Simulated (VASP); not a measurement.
# Mo3H (P-3m1) in VASP: notebook, part 2 of 2

VASP 6.6.1. Earlier steps stand in the parts before.

### 3 Relaxation of cell and atoms, PBE

This run uses another cell than the first one, of 13.23 Å³/atom.

INCAR

```
PREC = Accurate
ENCUT = 600
EDIFF = 1E-7
ISMEAR = 0
SIGMA = 0.2
LREAL = False
LASPH = True
NELM = 100
ALGO = Normal
ISIF = 3
LWAVE = False
LCHARG = False
GGA = PE
IBRION = 2
NSW = 36
EDIFFG = -0.08
```

KPOINTS

```
regular mesh
0
Gamma
  8 8 3
```

POSCAR

```
Mo3H
1.0
    2.8884374200      0.0000000000      0.0000000000
   -1.4442187100      2.5014601800      0.0000000000
    0.0000000000      0.0000000000      7.3242520200
H Mo
1 3
Direct
    0.0000000000      0.0000000000      0.5000000000
    0.6666666700      0.3333333300      0.6700000000
    0.3333333300      0.6666666700      0.3300000000
    0.0000000000      0.0000000000      0.0000000000
```

Potentials or basis: VASP PAW PBE potentials, release 64 (H, Mo_sv).

Started as:

```console
> cat potpaw_PBE.64/H/POTCAR potpaw_PBE.64/Mo_sv/POTCAR > POTCAR
> mpirun -np 1 vasp_std > vasp.out
```

OUTCAR:

```text
PREC = Accurate
   ENCUT = 600
   EDIFF = 1E-7
   ISMEAR = 0
   LREAL = False
   LASPH = True
   NELM = 100
   ISIF = 3
   GGA = PE
   IBRION = 2
   NSW = 36
   EDIFFG = -0.08

 ion  position               nearest neighbor table
   1  0.000  0.000  0.500-   2 2.08   3 2.08   3 2.08   2 2.08   2 2.08   3 2.08
   2  0.667  0.333  0.670-   1 2.08   1 2.08   1 2.08   4 2.94   4 2.94   4 2.94   3 3.00   3 3.00
                             3 3.00
   3  0.333  0.667  0.330-   1 2.08   1 2.08   1 2.08   4 2.94   4 2.94   4 2.94   2 3.00   2 3.00
                             2 3.00
   4  0.000  0.000  0.000-   2 2.94   3 2.94   3 2.94   2 2.94   2 2.94   3 2.94

  LATTYP: Found a hexagonal cell.
 ALAT       =     2.8884374200
 C/A-ratio  =     2.5357142825

  Lattice vectors:

 A1 = (   2.8884374200,   0.0000000000,   0.0000000000)
 A2 = (  -1.4442187100,   2.5014601800,   0.0000000000)
 A3 = (   0.0000000000,   0.0000000000,   7.3242520200)

Analysis of symmetry for initial positions (statically):
=====================================================================
 Subroutine PRICEL returns:
 Original cell was already a primitive cell.

 Routine SETGRP: Setting up the symmetry group for a
 hexagonal supercell.

 Subroutine GETGRP returns: Found 12 space group operations
 (whereof 12 operations were pure point group operations)
 out of a pool of 24 trial point group operations.

The static configuration has the point symmetry D_3d.

Analysis of symmetry for dynamics (positions and initial velocities):
=====================================================================
 Subroutine PRICEL returns:
 Original cell was already a primitive cell.

 Routine SETGRP: Setting up the symmetry group for a
 hexagonal supercell.

 Subroutine GETGRP returns: Found 12 space group operations
 (whereof 12 operations were pure point group operations)
 out of a pool of 24 trial point group operations.

The dynamic configuration has the point symmetry D_3d.

 Subroutine INISYM returns: Found 12 space group operations
 (whereof 12 operations are pure point group operations),
 and found     1 'primitive' translations

----------------------------------------------------------------------------------------

                                     Primitive cell

  volume of cell :      52.9200

  direct lattice vectors                    reciprocal lattice vectors
     2.888437420  0.000000000  0.000000000     0.346207951  0.199883254  0.000000000
    -1.444218710  2.501460180  0.000000000     0.000000000  0.399766508  0.000000000
     0.000000000  0.000000000  7.324252020     0.000000000  0.000000000  0.136532713

  length of vectors
     2.888437420  2.888437417  7.324252020     0.399766507  0.399766508  0.136532713

  position of ions in fractional coordinates (direct lattice)
     0.000000000  0.000000000  0.500000000
     0.666666670  0.333333330  0.670000000
     0.333333330  0.666666670  0.330000000
     0.000000000  0.000000000  0.000000000

  ion indices of the primitive-cell ions
   primitive index   ion index
                 1           1
                 2           2
                 3           3
[... 27 lines left out ...]

 Following reciprocal coordinates:
            Coordinates               Weight
  0.000000  0.000000  0.000000      1.000000
  0.125000  0.000000  0.000000      6.000000
  0.250000  0.000000  0.000000      6.000000
  0.375000  0.000000  0.000000      6.000000
  0.500000  0.000000  0.000000      3.000000
  0.125000  0.125000  0.000000      6.000000
[... 16 lines left out ...]
 -0.125000  0.500000  0.333333     12.000000
  0.250000  0.250000  0.333333     12.000000
   k-points           NKPTS =     25   k-points in BZ     NKDIM =     25   number of bands    NBANDS=     25
   number of dos      NEDOS =    301   number of ions     NIONS =      4
   total plane-waves  NPLWV =  34560
   dimension x,y,z NGX =    24 NGY =   24 NGZ =   60
   dimension x,y,z NGXF=    48 NGYF=   48 NGZF=  120
   ions per type =               1   3
   NGX,Y,Z   is equivalent  to a cutoff of  13.81, 13.81, 13.62 a.u.
   NGXF,Y,Z  is equivalent  to a cutoff of  27.63, 27.63, 27.24 a.u.
 SYSTEM =  unknown system
   PREC   = accura    normal or accurate (medium, high low for compatibility)
   ISTART =      0    job   : 0-new  1-cont  2-samecut
   ICHARG =      2    charge: 1-file 2-atom 10-const
   ISPIN  =      1    spin polarized calculation?
   LNONCOLLINEAR =      F non collinear calculations
   LSORBIT =      F    spin-orbit coupling
   LASPH  =      T    aspherical Exc in radial PAW
   ENCUT  =  600.0 eV  44.10 Ry    6.64 a.u.   5.77  5.77 14.63*2*pi/ulx,y,z
   NELM   =    100;   NELMIN=  2; NELMDL= -5     # of ELM steps
   EDIFF  = 0.1E-06   stopping-criterion for ELM
   LREAL  =      F    real-space projection
   EDIFFG = -.8E-01   stopping-criterion for IOM
   NSW    =     36    number of steps for IOM
   IBRION =      2    ionic relax: 0-MD 1-quasi-New 2-CG
   NFREE  =      1    steps in history (QN), initial steepest desc. (CG)
   ISIF   =      3    stress and relaxation
   ISYM   =      2    0-nonsym 1-usesym 2-fastsym
   POTIM  = 0.5000    time-step for ionic-motion
   TEBEG  =    0.0;   TEEND  =   0.0 temperature during run
   PSTRESS=    0.0 pullay stress
   NELECT =      43.0000    total number of electrons
   NUPDOWN=      -1.0000    fix difference up-down
   EMIN   =  10.00;   EMAX   =-10.00  energy-range for DOS
   EFERMI =   0.00;   METHOD = LEGACY
   ISMEAR =     0;   SIGMA  =   0.20  broadening in eV -4-tet -1-fermi 0-gaus
   EFERMI_NEDOS =   21; number of points for ismear=-14 and -15
   IALGO  =     38    algorithm
   IMIX   =      4    mixing-type and parameters
     AMIX     =   0.40;   BMIX     =  1.00
     AMIX_MAG =   1.60;   BMIX_MAG =  1.00
  volume/ion in A,a.u.               =      13.23        89.28
  Fermi-wavevector in a.u.,A,eV,Ry     =   1.527652  2.886843 31.752188  2.333720
  Thomas-Fermi vector in A             =   2.635519
   LORBIT       =      0    0 simple, 1 ext, 2 COOP (PROOUT), +10 PAW based schemes
   GGA     = PE    functional components
   LHFCALC =     F    Hartree Fock is set to
   AEXX    =    0.0000 exact exchange contribution
   IVDW    =     0    specifies the selected vdW correction
   LEPSILON=     F    determine dielectric tensor
   LRPA    =     F    only Hartree local field effects (RPA)
 conjugate gradient relaxation of ions
 non-spin polarized calculation
 Gauss-broadening in eV      SIGMA  =   0.20
  energy-cutoff  :      600.00
  volume of cell :       52.92
 maximum number of plane-waves:      1780
 NGX is ok and might be reduce to    24
   NGX = 11   NGY = 11   NGZ = 29

--------------------------------------- Ionic step        1  -------------------------------------------

 number of electron      42.9999996 magnetization

 Free energy of the ion-electron system (eV)
  ---------------------------------------------------
  ext. energy  EPLUGINS =         0.00000000
  ---------------------------------------------------
  free energy    TOTEN  =       -35.14308616 eV

  energy without entropy =      -35.06346455  energy(sigma->0) =      -35.10327535

------------------------ aborting loop because EDIFF is reached ----------------------------------------

  FORCE on cell =-STRESS in cart. coord.  units (eV):
  Direction    XX          YY          ZZ          XY          YZ          ZX
  --------------------------------------------------------------------------------------
  -------------------------------------------------------------------------------------
  Total       -3.4339647     -3.4339647     -4.7367530      0.0000000      0.0000000      0.0000000
  in kB     -103.9648610   -103.9648608   -143.4073740      0.0000000      0.0000000      0.0000000
  external PRESSURE =    -117.1123653 kB  Pullay stress =       0.0000000 kB
[... 177 lines left out ...]
--------------------------------------- Ionic step        6  -------------------------------------------

 number of electron      42.9999994 magnetization

 Free energy of the ion-electron system (eV)
  ---------------------------------------------------
  ext. energy  EPLUGINS =         0.00000000
  ---------------------------------------------------
  free energy    TOTEN  =       -35.27906490 eV

  energy without entropy =      -35.20815678  energy(sigma->0) =      -35.24361084

 E-fermi :  11.5928     XC(G=0): -13.2179

 val. band max:       11.5713315029   @ k =   0.3750   0.0000   0.0000
 cond. band min:      11.6064418789   @ k =   0.1250   0.0000   0.3333
 fundamental gap:      0.0351103760
 Fermi energy:        11.5927865033

 k-point     1 :       0.0000    0.0000    0.0000
  band No.  band energies     occupation
      1     -49.2044      2.00000
      2     -49.1006      2.00000
      3     -48.9422      2.00000
      4     -23.5306      2.00000
      5     -23.5138      2.00000
      6     -22.7905      2.00000
[... 661 lines left out ...]
     24      12.7629      0.00000
     25      14.0154      0.00000

 [... further k-points ...]
[... 5 lines left out ...]
  --------------------------------------------------------------------------------------
  -------------------------------------------------------------------------------------
  Total        0.1713769      0.1713769      0.0143287      0.0000000      0.0000000      0.0000000
  in kB        5.4900329      5.4900329      0.4590183      0.0000000      0.0000000      0.0000000
  external PRESSURE =       3.8130280 kB  Pullay stress =       0.0000000 kB
[... 19 lines left out ...]
  FREE ENERGIE OF THE ION-ELECTRON SYSTEM (eV)
  ---------------------------------------------------
  free  energy   TOTEN  =       -35.2790648989 eV

  energy  without entropy=      -35.2081567766  energy(sigma->0) =      -35.24361084

 reached required accuracy - stopping structural energy minimisation
```

Wall time 78 s (1 thread of Intel Xeon 6975P-C (Granite Rapids), shared host); peak memory 0.2 GiB.

What came out:

- Free energy: -35.2791 eV
- Relaxed volume: 12.50 Å³/atom
- Relaxed cell: a = 2.878 Å, b = 2.878 Å, c = 6.971 Å, α = 90.00°, β = 90.00°, γ = 120.00°
- Space group after relaxing (to 0.1 Å): P-3m1 (No. 164)
- Energy gained by relaxing: 34.0 meV/atom
- Ionic steps: 6
- Pressure after relaxing: 0.4 GPa
- Largest force after relaxing: 0.042 eV/Å
- Band gap on the k mesh: zero (an odd number of electrons rules out a gap without spin polarisation)

Forces in eV/Å, atoms in the order of the input:
```
H    0.000  0.000  0.000
Mo   0.000  0.000 -0.042
Mo   0.000  0.000  0.042
Mo   0.000  0.000  0.000
```

Stress tensor (GPa, compression positive):
```
0.55 0.00 0.00
0.00 0.55 0.00
0.00 0.00 0.05
```

Step by step:
```tsv
step	energy change (eV)	largest force (eV/Å)	pressure (GPa)	volume (Å³)
1	0.0000	0.2091	-11.71	52.92
2	0.2076	0.2637	26.66	45.85
3	-0.1124	0.2348	0.08	50.15
4	-0.1125	0.2352	0.40	50.09
5	-0.1273	0.0976	0.30	50.06
6	-0.1360	0.0417	0.38	50.01
```

Final structure:
```xyz
4
Lattice="2.8782 0.0000 0.0000 -1.4391 2.4926 0.0000 0.0000 0.0000 6.9711" Properties=species:S:1:pos:R:3 pbc="T T T"
H     0.0000    0.0000    3.4855
Mo    1.4391    0.8309    4.6999
Mo    0.0000    1.6618    2.2712
Mo    0.0000    0.0000    0.0000
```

Levels at points of the mesh, in eV from the Fermi level:
```
           k point  band 17  band 18  band 19  band 20  band 21  band 22  band 23  band 24  band 25
(0.00, 0.00, 0.00)    -0.88    -0.88    -0.85    -0.85    -0.63    -0.63    -0.58    -0.23     1.73
(0.50, 0.00, 0.00)    -2.95    -2.17    -0.63    -0.55    -0.33    -0.22     3.40     3.58     3.64
```

Caveat: the relaxation stopped at a loose force limit of 0.08 eV/Å, so its end isn't a converged minimum.

The gap in the log of VASP goes by the Fermi energy; the results here count the filled bands.